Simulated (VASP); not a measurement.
# NiO (Fm-3m) in VASP: a series of runs, part 2 of 2

VASP 6.6.1.

## 3. Single point, r2SCAN, collinear spin, ferromagnetic start

Contents of POSCAR:

```
NiO
1.0
    0.0000000000      2.1050000000      2.1050000000
    2.1050000000      0.0000000000      2.1050000000
    2.1050000000      2.1050000000      0.0000000000
Ni O
1 1
Direct
    0.0370000000      0.0185000000      0.0123333333
    0.5370000000      0.5185000000      0.5123333333
```

Contents of INCAR.step1:

```
SYSTEM = NiO
ALGO = Normal
EDIFF = 1E-5
ENCUT = 660
GGA = PE
GGA_COMPAT = .FALSE.
ISMEAR = -1
ISPIN = 2
LASPH = .TRUE.
LCHARG = .FALSE.
LMAXMIX = 4
LREAL = .FALSE.
LWAVE = .TRUE.
MAGMOM = 2 0
NBANDS = 19
NELM = 200
PREC = Accurate
SIGMA = 0.1
```

Contents of INCAR.step2:

```
SYSTEM = NiO
ALGO = Normal
EDIFF = 1E-6
ENCUT = 660
GGA_COMPAT = .FALSE.
ISIF = 2
ISMEAR = -1
ISPIN = 2
ISTART = 1
LASPH = .TRUE.
LCHARG = .TRUE.
LELF = .TRUE.
LMAXMIX = 4
LMIXTAU = .TRUE.
LORBIT = 11
LREAL = .FALSE.
LVHAR = .TRUE.
LWAVE = .FALSE.
MAGMOM = 2 0
METAGGA = R2SCAN
NBANDS = 19
NELM = 200
PREC = Accurate
SIGMA = 0.1
```

Contents of KPOINTS:

```
k-points
0
G
  2 2 2
  0 0 0
```

Potentials or basis: VASP PAW PBE potentials, release 64 (Ni, O).

The run is started by

```
$ cat potpaw_PBE.64/Ni/POTCAR potpaw_PBE.64/O/POTCAR > POTCAR
$ cp INCAR.step1 INCAR
$ mpirun -np 1 vasp_std > vasp.out
$ cp INCAR.step2 INCAR
$ mpirun -np 1 vasp_std > vasp.out
```

OUTCAR:

```text
SYSTEM = NiO
   EDIFF = 1E-6
   ENCUT = 660
   ISIF = 2
   ISMEAR = -1
   ISPIN = 2
   ISTART = 1
   LASPH = .TRUE.
   LORBIT = 11
   LREAL = .FALSE.
   METAGGA = R2SCAN
   NELM = 200
   PREC = Accurate

 ion  position               nearest neighbor table
   1  0.037  0.019  0.012-   2 2.10   2 2.10   2 2.10   2 2.10   2 2.10   2 2.10
   2  0.537  0.519  0.512-   1 2.10   1 2.10   1 2.10   1 2.10   1 2.10   1 2.10

  LATTYP: Found a face centered cubic cell.
 ALAT       =     4.2100000000

  Lattice vectors:

 A1 = (   0.0000000000,   2.1050000000,   2.1050000000)
 A2 = (   2.1050000000,   0.0000000000,   2.1050000000)
 A3 = (   2.1050000000,   2.1050000000,   0.0000000000)

Analysis of symmetry for initial positions (statically):
=====================================================================
 Subroutine PRICEL returns:
 Original cell was already a primitive cell.

 Routine SETGRP: Setting up the symmetry group for a
 face centered cubic supercell.

 Subroutine GETGRP returns: Found 48 space group operations
 (whereof  1 operations were pure point group operations)
 out of a pool of 48 trial point group operations.

The static configuration has the point symmetry C_1 .
 The point group associated with its full space group is O_h .

Analysis of symmetry for dynamics (positions and initial velocities):
=====================================================================
 Subroutine PRICEL returns:
 Original cell was already a primitive cell.

 Routine SETGRP: Setting up the symmetry group for a
 face centered cubic supercell.

 Subroutine GETGRP returns: Found 48 space group operations
 (whereof  1 operations were pure point group operations)
 out of a pool of 48 trial point group operations.

The dynamic configuration has the point symmetry C_1 .
 The point group associated with its full space group is O_h .

Analysis of structural, dynamic, and magnetic symmetry:
=====================================================================
 Subroutine PRICEL returns:
 Original cell was already a primitive cell.

[... 132 lines left out ...]
  free energy    TOTEN  =       -19.58576379 eV

  energy without entropy =      -19.58542825  energy(sigma->0) =      -19.58559602

 E-fermi :   8.0396     XC(G=0): -13.2046

 val. band max:        7.1950675016   @ k =   0.5000   0.5000   0.0000
 cond. band min:       8.9785231731   @ k =   0.5000   0.0000   0.0000
 fundamental gap:      1.7834556716
 Fermi energy:         8.0396009737

 spin component 1

 k-point     1 :       0.0000    0.0000    0.0000
  band No.  band energies     occupation
      1     -14.0166      1.00000
      2       4.1196      1.00000
      3       4.1196      1.00000
      4       4.1196      1.00000
      5       5.6403      1.00000
      6       5.6404      1.00000
[... 42 lines left out ...]
      5       4.7350      1.00000
      6       6.6693      1.00000
[... 11 lines left out ...]
     18      40.6145      0.00000
     19      40.9080      0.00000
 Fermi energy:         8.0396009737

 spin component 2

 k-point     1 :       0.0000    0.0000    0.0000
  band No.  band energies     occupation
      1     -14.0166      1.00000
      2       4.1196      1.00000
      3       4.1196      1.00000
      4       4.1196      1.00000
      5       5.6403      1.00000
      6       5.6404      1.00000
[... 43 lines left out ...]
      6       6.6693      1.00000
[... 11 lines left out ...]
     18      40.6145      0.00000
     19      40.9080      0.00000

------------------------ aborting loop because EDIFF is reached ----------------------------------------

  FORCE on cell =-STRESS in cart. coord.  units (eV):
  Direction    XX          YY          ZZ          XY          YZ          ZX
  --------------------------------------------------------------------------------------
  -------------------------------------------------------------------------------------
  Total       -2.4411861     -2.4411861     -2.4411861      0.0000000      0.0000000     -0.0000000
  in kB     -209.6646352   -209.6646352   -209.6646352      0.0000000      0.0000000     -0.0000000
  external PRESSURE =    -209.6646352 kB  Pullay stress =       0.0000000 kB

 VOLUME and BASIS-vectors are now :
 -----------------------------------------------------------------------------
  energy-cutoff  :      660.00
  volume of cell :       18.65
      direct lattice vectors                 reciprocal lattice vectors
     0.000000000  2.105000000  2.105000000    -0.237529691  0.237529691  0.237529691
     2.105000000  0.000000000  2.105000000     0.237529691 -0.237529691  0.237529691
     2.105000000  2.105000000  0.000000000     0.237529691  0.237529691 -0.237529691

 POSITION                                       TOTAL-FORCE (eV/Angst)
 -----------------------------------------------------------------------------------
      0.06490      0.10385      0.11683         0.000000      0.000000     -0.000000
      2.16990      2.20885      2.22183         0.000000     -0.000000      0.000000
 -----------------------------------------------------------------------------------
    total drift:                               -0.000489     -0.000425      0.000199

  FREE ENERGIE OF THE ION-ELECTRON SYSTEM (eV)
  ---------------------------------------------------
  free  energy   TOTEN  =       -19.5857637890 eV

  energy  without entropy=      -19.5854282508  energy(sigma->0) =      -19.58559602

 total charge

# of ion       s       p       d       tot
------------------------------------------
    1        0.250   0.367   8.431   9.048
    2        1.556   3.405   0.000   4.961
--------------------------------------------------
tot          1.806   3.772   8.431  14.009

 magnetization (x)

# of ion       s       p       d       tot
------------------------------------------
    1        0.000   0.000  -0.000  -0.000
    2        0.000   0.000   0.000   0.000
--------------------------------------------------
tot          0.000   0.000  -0.000   0.000
```

Run time: 26 s. Hardware: 1 thread of Intel Xeon Platinum 8488C (Sapphire Rapids), shared host; peak memory 0.18 GiB.

Results:

```yaml
Free_energy: -19.5858 eV
Pressure: -21.0 GPa
Band_gap_on_the_k_mesh: zero (filled and empty bands overlap)
Net_moment: 0.00 μB per cell
Valence_electrons_inside_the_program's_atomic_spheres: Ni 9.05; O 4.96
```

Levels at points of the mesh, in eV from the Fermi level:
Spin up:
| k point | band 7 | band 8 | band 9 | band 10 | band 11 | band 12 |
| --- | --- | --- | --- | --- | --- | --- |
| (0.00, 0.00, 0.00) | -2.40 | -1.71 | -1.71 | 1.35 | 17.84 | 18.97 |
| (0.50, 0.00, 0.00) | -1.27 | 0.94 | 0.94 | 5.54 | 9.97 | 14.17 |
| (0.50, 0.50, 0.00) | -1.37 | -1.32 | -0.84 | 6.26 | 10.56 | 12.26 |
Spin down:
| k point | band 6 | band 7 | band 8 | band 9 | band 10 | band 11 | band 12 | band 13 |
| --- | --- | --- | --- | --- | --- | --- | --- | --- |
| (0.00, 0.00, 0.00) | -2.40 | -2.40 | -1.71 | -1.71 | 1.35 | 17.84 | 18.97 | 18.97 |
| (0.50, 0.00, 0.00) | -1.60 | -1.27 | 0.94 | 0.94 | 5.54 | 9.97 | 14.17 | 14.17 |
| (0.50, 0.50, 0.00) | -1.37 | -1.37 | -1.32 | -0.84 | 6.26 | 10.56 | 12.26 | 16.83 |

Caveat: the k points lie up to 1.29 Å⁻¹ apart; the starting moments collapsed, and a magnetic state may lie lower; the PAW data sets were made with another functional, which shifts forces and pressure a little; semilocal functionals often make such compounds metallic where correlation or magnetic order opens a gap, which also shifts bond lengths. With open d or f shells a metallic result of r2SCAN can be an artefact of self-interaction; +U or a hybrid may open a gap.
